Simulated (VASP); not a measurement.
# BN (P6_3/mmc) in VASP: a series of runs

Runs on BN. Level: r2SCAN+rVV10. Tasks: single point, relaxation of cell and atoms.

Everything below comes from runs of VASP 6.6.1. Logs are shortened: lines on timing, memory, paths and dates and some standing lists are left out, and cuts for length are marked.

### 1 The cell of the first run

Symmetry: P6_3/mmc, No. 194, hexagonal system. The conventional cell has a = 2.501 Å, b = 2.501 Å, c = 6.527 Å, α = 90.00°, β = 90.00°, γ = 120.00°. B (site symmetry -6m2) has 3 N at 1.44 Å within 1.9 Å. N (site symmetry -6m2) has 3 B at 1.44 Å within 1.9 Å.

### 2 Single point, r2SCAN+rVV10

Input file POSCAR:

```
BN
1.0
    2.5005863488      0.0000000000      0.0000000000
   -1.2502931744      2.1655713024      0.0000000000
    0.0000000000      0.0000000000      6.5273041946
B N
2 2
Direct
    0.3333333333      0.6666666667      0.2500000000
    0.6666666667      0.3333333333      0.7500000000
    0.6666666667      0.3333333333      0.2500000000
    0.3333333333      0.6666666667      0.7500000000
```

Input file INCAR.step1:

```
SYSTEM = BN
ALGO     = Normal         ! electronic algorithm
EDIFF    = 1E-4           ! SCF threshold, eV
ENCUT    = 520            ! plane-wave cutoff, eV
GGA      = PE             ! functional
ISMEAR   = -1             ! smearing method
LASPH    = .True.         ! aspherical terms in the spheres
LCHARG   = .False.        ! write CHGCAR
LREAL    = .False.        ! projectors in reciprocal space
LWAVE    = .True.         ! write WAVECAR
NBANDS   = 16             ! bands
NELM     = 80             ! most SCF steps
PREC     = Accurate       ! precision mode
SIGMA    = 0.03           ! smearing width, eV
```

Input file INCAR.step2:

```
SYSTEM = BN
ALGO     = Normal         ! electronic algorithm
BPARAM   = 11.95        
CPARAM   = 0.0093       
EDIFF    = 1E-7           ! SCF threshold, eV
ENCUT    = 520            ! plane-wave cutoff, eV
ISIF     = 2              ! what is computed and relaxed
ISMEAR   = -1             ! smearing method
ISTART   = 1            
IVDW_NL  = 2            
LASPH    = .True.         ! aspherical terms in the spheres
LCHARG   = .False.        ! write CHGCAR
LMIXTAU  = .True.       
LREAL    = .False.        ! projectors in reciprocal space
LUSE_VDW = .True.       
LWAVE    = .False.        ! write WAVECAR
METAGGA  = R2SCAN         ! meta-GGA
NBANDS   = 16             ! bands
NELM     = 80             ! most SCF steps
PREC     = Accurate       ! precision mode
SIGMA    = 0.03           ! smearing width, eV
```

Input file KPOINTS:

```
k-points
0
Gamma
  12 12 4
  0 0 0
```

Potentials or basis: VASP PAW PBE potentials, release 64 (B, N).

The run is started by

```console
$ cat potpaw_PBE.64/B/POTCAR potpaw_PBE.64/N/POTCAR > POTCAR
$ cp INCAR.step1 INCAR
$ mpirun -np 1 vasp_std > vasp.out
$ cp INCAR.step2 INCAR
$ mpirun -np 1 vasp_std > vasp.out
```

OUTCAR:

```text
SYSTEM = BN
   BPARAM = 11.95
   EDIFF = 1E-7
   ENCUT = 520
   ISIF = 2
   ISMEAR = -1
   ISTART = 1
   IVDW_NL = 2
   LASPH = .True.
   LREAL = .False.
   METAGGA = R2SCAN
   NELM = 80
   PREC = Accurate

 ion  position               nearest neighbor table
   1  0.333  0.667  0.250-   3 1.44   3 1.44   3 1.44
   2  0.667  0.333  0.750-   4 1.44   4 1.44   4 1.44
   3  0.667  0.333  0.250-   1 1.44   1 1.44   1 1.44
   4  0.333  0.667  0.750-   2 1.44   2 1.44   2 1.44

  LATTYP: Found a hexagonal cell.
 ALAT       =     2.5005863488
 C/A-ratio  =     2.6103094571

  Lattice vectors:

 A1 = (   2.5005863488,   0.0000000000,   0.0000000000)
 A2 = (  -1.2502931744,   2.1655713024,   0.0000000000)
 A3 = (   0.0000000000,   0.0000000000,   6.5273041946)

Analysis of symmetry for initial positions (statically):
=====================================================================
 Subroutine PRICEL returns:
 Original cell was already a primitive cell.

 Routine SETGRP: Setting up the symmetry group for a
 hexagonal supercell.

 Subroutine GETGRP returns: Found 24 space group operations
 (whereof 12 operations were pure point group operations)
 out of a pool of 24 trial point group operations.

The static configuration has the point symmetry D_3d.
 The point group associated with its full space group is D_6h.

Analysis of symmetry for dynamics (positions and initial velocities):
=====================================================================
 Subroutine PRICEL returns:
 Original cell was already a primitive cell.

 Routine SETGRP: Setting up the symmetry group for a
 hexagonal supercell.

 Subroutine GETGRP returns: Found 24 space group operations
 (whereof 12 operations were pure point group operations)
 out of a pool of 24 trial point group operations.

The dynamic configuration has the point symmetry D_3d.
 The point group associated with its full space group is D_6h.

 Subroutine INISYM returns: Found 24 space group operations
 (whereof 12 operations are pure point group operations),
 and found     1 'primitive' translations

----------------------------------------------------------------------------------------

                                     Primitive cell

  volume of cell :      35.3466

  direct lattice vectors                    reciprocal lattice vectors
     2.500586349  0.000000000  0.000000000     0.399906206  0.230885956  0.000000000
    -1.250293174  2.165571302  0.000000000     0.000000000  0.461771912  0.000000000
     0.000000000  0.000000000  6.527304195     0.000000000  0.000000000  0.153202604

  length of vectors
     2.500586349  2.500586349  6.527304195     0.461771912  0.461771912  0.153202604

  position of ions in fractional coordinates (direct lattice)
     0.333333333  0.666666667  0.250000000
     0.666666667  0.333333333  0.750000000
     0.666666667  0.333333333  0.250000000
     0.333333333  0.666666667  0.750000000

  ion indices of the primitive-cell ions
   primitive index   ion index
                 1           1
                 2           2
                 3           3
                 4           4

----------------------------------------------------------------------------------------

 KPOINTS: k-points

Automatic generation of k-mesh.
 Grid dimensions read from file:
 generate k-points for:   12   12    4

 Generating k-lattice:

  Cartesian coordinates                     Fractional coordinates (reciprocal lattice)
     0.033325517  0.019240496  0.000000000     0.083333333 -0.000000000  0.000000000
     0.000000000  0.038480993  0.000000000     0.000000000  0.083333333  0.000000000
     0.000000000  0.000000000  0.038300651     0.000000000  0.000000000  0.250000000

  Length of vectors
     0.038480993  0.038480993  0.038300651

  Shift w.r.t. Gamma in fractional coordinates (k-lattice)
     0.000000000  0.000000000  0.000000000

 Subroutine IBZKPT returns following result:
 ===========================================

 Found     57 irreducible k-points:

 Following reciprocal coordinates:
            Coordinates               Weight
  0.000000  0.000000  0.000000      1.000000
  0.083333 -0.000000  0.000000      6.000000
  0.166667 -0.000000  0.000000      6.000000
  0.250000 -0.000000  0.000000      6.000000
  0.333333 -0.000000  0.000000      6.000000
  0.416667 -0.000000  0.000000      6.000000
[... 16 lines left out ...]
  0.250000 -0.000000  0.250000     12.000000
  0.333333 -0.000000  0.250000     12.000000
 [... further k-points ...]
   k-points           NKPTS =     57   k-points in BZ     NKDIM =     57   number of bands    NBANDS=     16
   number of dos      NEDOS =    301   number of ions     NIONS =      4
   total plane-waves  NPLWV =  20000
   dimension x,y,z NGX =    20 NGY =   20 NGZ =   50
   dimension x,y,z NGXF=    40 NGYF=   40 NGZF=  100
   ions per type =               2   2
   NGX,Y,Z   is equivalent  to a cutoff of  13.30, 13.30, 12.73 a.u.
   NGXF,Y,Z  is equivalent  to a cutoff of  26.59, 26.59, 25.47 a.u.
 SYSTEM =  BN
   PREC   = accura    normal or accurate (medium, high low for compatibility)
   ISTART =      1    job   : 0-new  1-cont  2-samecut
   ICHARG =      0    charge: 1-file 2-atom 10-const
   ISPIN  =      1    spin polarized calculation?
   LNONCOLLINEAR =      F non collinear calculations
   LSORBIT =      F    spin-orbit coupling
   LASPH  =      T    aspherical Exc in radial PAW
   ENCUT  =  520.0 eV  38.22 Ry    6.18 a.u.   4.65  4.65 12.14*2*pi/ulx,y,z
   NELM   =     80;   NELMIN=  2; NELMDL=  0     # of ELM steps
   EDIFF  = 0.1E-06   stopping-criterion for ELM
   LREAL  =      F    real-space projection
   EDIFFG = 0.1E-05   stopping-criterion for IOM
   NSW    =      0    number of steps for IOM
   IBRION =     -1    ionic relax: 0-MD 1-quasi-New 2-CG
   NFREE  =      0    steps in history (QN), initial steepest desc. (CG)
   ISIF   =      2    stress and relaxation
   ISYM   =      2    0-nonsym 1-usesym 2-fastsym
   POTIM  = 0.5000    time-step for ionic-motion
   TEBEG  =    0.0;   TEEND  =   0.0 temperature during run
   PSTRESS=    0.0 pullay stress
   NELECT =      16.0000    total number of electrons
   NUPDOWN=      -1.0000    fix difference up-down
   EMIN   =  10.00;   EMAX   =-10.00  energy-range for DOS
   EFERMI =   0.00;   METHOD = LEGACY
   ISMEAR =    -1;   SIGMA  =   0.03  broadening in eV -4-tet -1-fermi 0-gaus
   EFERMI_NEDOS =   21; number of points for ismear=-14 and -15
   IALGO  =     38    algorithm
   IMIX   =      4    mixing-type and parameters
     AMIX     =   0.40;   BMIX     =  1.00
     AMIX_MAG =   1.60;   BMIX_MAG =  1.00
  volume/ion in A,a.u.               =       8.84        59.63
  Fermi-wavevector in a.u.,A,eV,Ry     =   1.256991  2.375368 21.497556  1.580026
  Thomas-Fermi vector in A             =   2.390672
   LORBIT       =      0    0 simple, 1 ext, 2 COOP (PROOUT), +10 PAW based schemes
   METAGGA = R2SCAN    functional components
   LHFCALC =     F    Hartree Fock is set to
   AEXX    =    0.0000 exact exchange contribution
   IVDW_NL    =     2    kernel type
   BPARAM     =11.9500
   IVDW    =     0    specifies the selected vdW correction
   LEPSILON=     F    determine dielectric tensor
   LRPA    =     F    only Hartree local field effects (RPA)
 non-spin polarized calculation
  energy-cutoff  :      520.00
  volume of cell :       35.35
 maximum number of plane-waves:       973
 NGX is ok and might be reduce to    20
   NGX =  9   NGY =  9   NGZ = 25

 number of electron      15.9999997 magnetization

 Free energy of the ion-electron system (eV)
  ---------------------------------------------------
  ext. energy  EPLUGINS =         0.00000000
  ---------------------------------------------------
  free energy    TOTEN  =       -38.24493852 eV

  energy without entropy =      -38.24493852  energy(sigma->0) =      -38.24493852

 E-fermi :   2.9142     XC(G=0): -10.9355

 val. band max:        2.1782012949   @ k =   0.3333   0.2500   0.0000
 cond. band min:       6.9823620698   @ k =   0.5000  -0.0000   0.0000
 fundamental gap:      4.8041607749
 Fermi energy:         2.9141933595

 k-point     1 :       0.0000    0.0000    0.0000
  band No.  band energies     occupation
      1     -16.6760      2.00000
      2     -16.3416      2.00000
      3      -4.3386      2.00000
      4      -1.9378      2.00000
      5       0.8170      2.00000
      6       0.8170      2.00000
[... 8 lines left out ...]
     15      15.3782      0.00000
     16      16.5365      0.00000

 k-point     2 :       0.0833   -0.0000    0.0000
  band No.  band energies     occupation
      1     -16.5335      2.00000
      2     -16.2041      2.00000
      3      -4.1433      2.00000
      4      -1.7632      2.00000
      5       0.2275      2.00000
      6       0.2704      2.00000
[... 8 lines left out ...]
     15      15.8792      0.00000
     16      15.9622      0.00000

 k-point     3 :       0.1667   -0.0000    0.0000
  band No.  band energies     occupation
      1     -16.1142      2.00000
      2     -15.8004      2.00000
      3      -3.5646      2.00000
      4      -1.2667      2.00000
      5      -1.2510      2.00000
      6      -1.2144      2.00000
[... 8 lines left out ...]
     15      16.9626      0.00000
     16      17.0700      0.00000

 k-point     4 :       0.2500   -0.0000    0.0000
  band No.  band energies     occupation
      1     -15.4470      2.00000
      2     -15.1609      2.00000
      3      -3.1605      2.00000
      4      -3.0838      2.00000
      5      -2.6289      2.00000
      6      -0.8901      2.00000
[... 8 lines left out ...]
     15      18.8317      0.00000
     16      19.2383      0.00000
[... 324 lines left out ...]
 k-point    22 :       0.1667   -0.0000    0.2500
  band No.  band energies     occupation
      1     -16.0707      2.00000
      2     -15.8489      2.00000
      3      -3.2876      2.00000
      4      -1.7021      2.00000
      5      -1.2513      2.00000
      6      -1.1876      2.00000
[... 8 lines left out ...]
     15      16.8397      0.00000
     16      16.9406      0.00000

 k-point    23 :       0.2500   -0.0000    0.2500
  band No.  band energies     occupation
      1     -15.4071      2.00000
      2     -15.2049      2.00000
      3      -3.1676      2.00000
      4      -3.1034      2.00000
      5      -2.3385      2.00000
      6      -0.8799      2.00000
[... 8 lines left out ...]
     15      19.2566      0.00000
     16      19.3567      0.00000

 k-point    24 :       0.3333   -0.0000    0.2500
  band No.  band energies     occupation
      1     -14.5703      2.00000
      2     -14.4000      2.00000
      3      -5.0286      2.00000
      4      -4.9579      2.00000
      5      -1.5395      2.00000
      6      -1.4858      2.00000
[... 8 lines left out ...]
     15      20.0769      0.00000
     16      21.9608      0.00000

 [... further k-points ...]

------------------------ aborting loop because EDIFF is reached ----------------------------------------

  FORCE on cell =-STRESS in cart. coord.  units (eV):
  Direction    XX          YY          ZZ          XY          YZ          ZX
  --------------------------------------------------------------------------------------
  -------------------------------------------------------------------------------------
  Total        0.1773941      0.1773941     -0.0780036     -0.0000000     -0.0000000      0.0000000
  in kB        8.0408420      8.0408420     -3.5357140     -0.0000000     -0.0000000      0.0000000
  external PRESSURE =       4.1819900 kB  Pullay stress =       0.0000000 kB

 VOLUME and BASIS-vectors are now :
 -----------------------------------------------------------------------------
  energy-cutoff  :      520.00
  volume of cell :       35.35
      direct lattice vectors                 reciprocal lattice vectors
     2.500586349  0.000000000  0.000000000     0.399906206  0.230885956  0.000000000
    -1.250293174  2.165571302  0.000000000     0.000000000  0.461771912  0.000000000
     0.000000000  0.000000000  6.527304195     0.000000000  0.000000000  0.153202604

 POSITION                                       TOTAL-FORCE (eV/Angst)
 -----------------------------------------------------------------------------------
     -0.00000      1.44371      1.63183         0.000000     -0.000000      0.000000
      1.25029      0.72186      4.89548        -0.000000      0.000000      0.000000
      1.25029      0.72186      1.63183         0.000000     -0.000000      0.000000
     -0.00000      1.44371      4.89548        -0.000000      0.000000      0.000000
 -----------------------------------------------------------------------------------
    total drift:                                0.000000     -0.000000      0.000000

  FREE ENERGIE OF THE ION-ELECTRON SYSTEM (eV)
  ---------------------------------------------------
  free  energy   TOTEN  =       -38.2449385154 eV

  energy  without entropy=      -38.2449385154  energy(sigma->0) =      -38.24493852
```

Run time: 4 min. Hardware: 1 thread of AMD EPYC 7R13 (Zen 3), shared host; peak memory 0.22 GiB.

What came out:

* Free energy: -38.2449 eV
* Pressure: 0.4 GPa
* Band gap on the k mesh: 4.80 eV, indirect (least direct gap 5.22 eV)

Caveat: the PAW data sets were made with another functional, which shifts forces and pressure a little. A k mesh can miss the band edges.

### 3 Relaxation of cell and atoms, r2SCAN+rVV10

This run uses another cell than the first one, of 9.54 Å³/atom, 1.079 times its volume.

Input file POSCAR:

```
BN
1.0
    2.5043571486      0.0000000000      0.0000000000
   -1.2521785743      2.1688369108      0.0000000000
    0.0000000000      0.0000000000      7.0228766835
B N
2 2
Direct
    0.3333333333      0.6666666667      0.2500000000
    0.6666666667      0.3333333333      0.7500000000
    0.6666666667      0.3333333333      0.2500000000
    0.3333333333      0.6666666667      0.7500000000
```

Input file INCAR.step1:

```
  PREC = Accurate
  ENCUT = 600
  ISMEAR = -1
  SIGMA = 0.03
  LREAL = F
  LASPH = T
  NELM = 100
  GGA = PE
  ALGO = Normal
  EDIFF = 1E-4
  LWAVE = T
  LCHARG = F
```

Input file INCAR.step2:

```
  PREC = Accurate
  ENCUT = 600
  EDIFF = 1E-6
  ISMEAR = -1
  SIGMA = 0.03
  LREAL = F
  LASPH = T
  NELM = 100
  ALGO = Normal
  ISIF = 3
  LWAVE = F
  LCHARG = F
  METAGGA = R2SCAN
  LMIXTAU = T
  LUSE_VDW = T
  IVDW_NL = 2
  BPARAM = 11.95
  CPARAM = 0.0093
  IBRION = 2
  NSW = 100
  EDIFFG = -0.01
  ISTART = 1
```

Input file KPOINTS:

```
Automatic mesh
0
Gamma
  12 12 4
```

Potentials or basis: VASP PAW PBE potentials, release 64 (B, N).

The run is started by

```console
$ cat potpaw_PBE.64/B/POTCAR potpaw_PBE.64/N/POTCAR > POTCAR
$ cp INCAR.step1 INCAR
$ mpirun -np 1 vasp_std > vasp.out
$ cp INCAR.step2 INCAR
$ mpirun -np 1 vasp_std > vasp.out
```

Wall time 28 min (1 thread of AMD EPYC 7R13 (Zen 3), shared host); peak memory 0.24 GiB.

It converged, with:

- Free energy: -38.2518 eV
- Relaxed volume: 8.79 Å³/atom
- Relaxed cell: a = 2.502 Å, b = 2.502 Å, c = 6.486 Å, α = 90.00°, β = 90.00°, γ = 120.00°
- Space group after relaxing (to 0.05 Å): P6_3/mmc (No. 194)
- Energy gained by relaxing: 5.4 meV/atom
- Ionic steps: 12
- Pressure after relaxing: 0.0 GPa
- Band gap on the k mesh: 4.79 eV, indirect (least direct gap 5.19 eV)

The path:
| step | energy change (eV) | largest force (eV/Å) | pressure (GPa) | volume (Å³) |
| --- | --- | --- | --- | --- |
| 1 | 0.0000 | 0.0000 | -1.24 | 38.15 |
| 2 | -0.0020 | 0.0000 | 0.57 | 37.74 |
| 3 | -0.0021 | 0.0000 | 0.76 | 37.70 |
| 4 | -0.0032 | 0.0000 | 0.74 | 37.60 |
| 5 | -0.0065 | 0.0000 | 0.70 | 37.33 |
| 6 | -0.0124 | 0.0000 | 0.63 | 36.77 |
| 7 | -0.0202 | 0.0000 | 0.56 | 35.66 |
| 8 | -0.0080 | 0.0000 | 0.93 | 33.42 |
| 9 | -0.0212 | 0.0000 | 0.57 | 35.22 |
| 10 | -0.0213 | 0.0000 | 0.58 | 35.08 |
| 11 | -0.0210 | 0.0000 | -0.98 | 35.32 |
| 12 | -0.0214 | 0.0000 | 0.01 | 35.17 |

Final structure:
```
B N
1.0
     2.50230    0.00000    0.00000
    -1.25115    2.16706    0.00000
     0.00000    0.00000    6.48600
B N
2 2
Cartesian
  0.0000 1.4447 1.6215
  1.2512 0.7224 4.8645
  1.2512 0.7224 1.6215
  0.0000 1.4447 4.8645
```

Levels at points of the mesh, in eV from the valence-band top:
```tsv
k point	band 5	band 6	band 7	band 8	band 9	band 10	band 11	band 12
(0.00, 0.00, 0.00)	-1.37	-1.37	-1.32	-1.32	5.68	11.32	12.28	12.28
(0.50, 0.00, 0.00)	-4.32	-4.23	-1.56	-0.40	4.79	6.42	10.20	10.62
(0.00, 0.00, 0.50)	-1.35	-1.35	-1.35	-1.35	8.34	8.34	12.35	12.35
(0.50, 0.00, 0.50)	-4.28	-4.28	-0.95	-0.95	5.29	5.29	10.63	10.63
```

Caveat: the PAW data sets were made with another functional, which shifts forces and pressure a little. A k mesh can miss the band edges.
